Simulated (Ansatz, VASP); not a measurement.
Ba3CaF8 in VASP and in Ansatz

Contents of INCAR:

```
SYSTEM = Ba3CaF8
PREC     = Accurate       ! precision mode
ENCUT    = 520            ! plane-wave cutoff, eV
EDIFF    = 1E-7           ! SCF threshold, eV
ISMEAR   = -1             ! smearing method
SIGMA    = 0.02           ! smearing width, eV
LREAL    = .False.        ! projectors in reciprocal space
LASPH    = .True.         ! aspherical terms in the spheres
NELM     = 60             ! most SCF steps
ALGO     = Normal         ! electronic algorithm
ISIF     = 2              ! what is computed and relaxed
LWAVE    = .False.        ! write WAVECAR
LCHARG   = .True.         ! write CHGCAR
GGA      = PE             ! functional
LELF     = .True.         ! ELF
LVHAR    = .True.       
NBANDS   = 60             ! bands
```

Contents of KPOINTS:

```
regular mesh
0
Gamma
  4 4 6
  0 0 0
```

File POSCAR:

```
Ba3CaF8
1.0
    4.2281841163     -6.0378110037      0.0000000000
    4.2281841163      6.0378110037      0.0000000000
    0.0000000000      0.0000000000      4.2687737276
Ba F Ca
3 8 1
Direct
    0.0000000000      0.5000000000      0.0000000000
    0.0000000000      0.0000000000      0.5000000000
    0.5000000000      0.0000000000      0.0000000000
    0.3877889328      0.1515912457      0.5000000000
    0.1515912457      0.3877889328      0.5000000000
    0.8751400230      0.1248599770      0.0000000000
    0.6126652677      0.3873347323      0.0000000000
    0.3873347323      0.6126652677      0.0000000000
    0.1248599770      0.8751400230      0.0000000000
    0.8484087543      0.6122110672      0.5000000000
    0.6122110672      0.8484087543      0.5000000000
    0.5000000000      0.5000000000      0.5000000000
```

Input for Ansatz:

```yaml
crystal:
  lattice:
    - [4.2281841163, -6.0378110037, 0.0]
    - [4.2281841163, 6.0378110037, 0.0]
    - [0.0, 0.0, 4.2687737276]
  atoms:
    - { symbol: Ba, position: [0.0, 0.5, 0.0] }
    - { symbol: F, position: [0.3877889328, 0.1515912457, 0.5] }
    - { symbol: F, position: [0.1515912457, 0.3877889328, 0.5] }
    - { symbol: Ca, position: [0.5, 0.5, 0.5] }
    - { symbol: F, position: [0.875140023, 0.124859977, 0.0] }
    - { symbol: F, position: [0.6126652677, 0.3873347323, 0.0] }
    - { symbol: Ba, position: [0.0, 0.0, 0.5] }
    - { symbol: F, position: [0.3873347323, 0.6126652677, 0.0] }
    - { symbol: F, position: [0.124859977, 0.875140023, 0.0] }
    - { symbol: Ba, position: [0.5, 0.0, 0.0] }
    - { symbol: F, position: [0.8484087543, 0.6122110672, 0.5] }
    - { symbol: F, position: [0.6122110672, 0.8484087543, 0.5] }
kpoints:
  mp_grid: { grid: [4, 4, 6] }
  band_path:
    path:
      - [[0.0, 0.0, 0.0], [-0.5, 0.5, 0.0], [-0.3725995173225, 0.6274004826775, 0.0]]
      - [[0.3725995173225, 0.3725995173225, 0.0], [0.0, 0.0, 0.0], [0.0, 0.0, 0.5], [0.3725995173225, 0.3725995173225, 0.5]]
      - [[-0.3725995173225, 0.6274004826775, 0.5], [-0.5, 0.5, 0.5], [-0.5, 0.5, 0.0]]
      - [[0.0, 0.0, 0.0], [9.9838342895e-18, 0.5, 0.0], [9.9838342895e-18, 0.5, 0.5], [0.0, 0.0, 0.5], [-0.5, 0.5, 0.5]]
    npoints: 10
hamiltonian:
  xc: pbe
scf:
  occupations: { method: fermi_dirac, width: 0.02 }
  n_extra_bands: 7
output:
  forces: true
  stress: true
  eigenvalues: true
```

Alike in both runs: task single point; functional PBE; k mesh 4 × 4 × 6; occupations fermi-dirac, width 0.02 eV; no spin polarisation.

|  | VASP | Ansatz |
| --- | --- | --- |
| version | VASP 6.6.1 | Ansatz 0.2.0 |
| potentials or method | VASP PAW PBE potentials, release 64 (Ba_sv, F, Ca_sv) | plane waves, PAW |
| plane-wave cutoff (eV) | 520 | 420 |
| valence electrons in the cell | 96 | 96 |

VASP gave:

- gap on the k mesh at the Fermi level (eV): 6.17
- pressure (GPa): 2.8
- rms of the force components (eV/Å): 0.005

Q: Estimate Ansatz's values.

A: gap on the k mesh at the Fermi level (eV): 6.24; pressure (GPa): 1.8; rms of the force components (eV/Å): 0.020.

Neither program's run includes spin-orbit coupling.
